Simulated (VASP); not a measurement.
Wanted: the native input for a VASP 6.6.1 run.

```yaml
Task: single point
Functional: PBE
Potentials_or_basis: VASP PAW PBE potentials, release 64 (Hf_pv, C)
Cutoff: 520 eV
k_mesh: 8 × 8 × 8
Occupations: gaussian, width 0.1 eV
Spin: no spin polarisation
Dipole_correction: no
Further_INCAR_settings: ALGO = Normal; EDIFF = 1e-06; NBANDS = 14
```

The structure of HfC lies in POSCAR:

```
HfC
1.0
   -2.0099525752      2.0099525752      1.7867811792
    2.0099525752     -2.0099525752      1.7867811792
    2.0099525752      2.0099525752     -1.7867811792
Hf C
1 1
Direct
    0.2500000000      0.7500000000      0.5000000000
    0.0000000000      0.0000000000      0.0000000000
```

These files were run (other wordings do the same):

INCAR

```
SYSTEM = HfC
ALGO = Normal
EDIFF = 1E-6
ENCUT = 520
GGA = PE
ISIF = 2
ISMEAR = 0
LASPH = .TRUE.
LCHARG = .TRUE.
LELF = .TRUE.
LREAL = .FALSE.
LVHAR = .TRUE.
LWAVE = .FALSE.
NBANDS = 14
NELM = 100
PREC = Accurate
SIGMA = 0.1
```

KPOINTS

```
k-points
0
G
  8 8 8
  0 0 0
```

Potentials or basis: VASP PAW PBE potentials, release 64 (Hf_pv, C).

Launch:

```console
$ cat potpaw_PBE.64/Hf_pv/POTCAR potpaw_PBE.64/C/POTCAR > POTCAR
$ mpirun -np 1 vasp_std > vasp.out
```

It gave:

```
Pressure               : -0.6 GPa
Band gap on the k mesh : 0.20 eV, indirect (least direct gap 0.22 eV)
```

Caveat: spin-orbit coupling is left out, which moves the levels of the heavy elements.

It took 13 s on 1 thread of Intel(R) Xeon(R) 6975P-C (Granite Rapids), with other jobs on the host, peak memory 0.17 GiB.
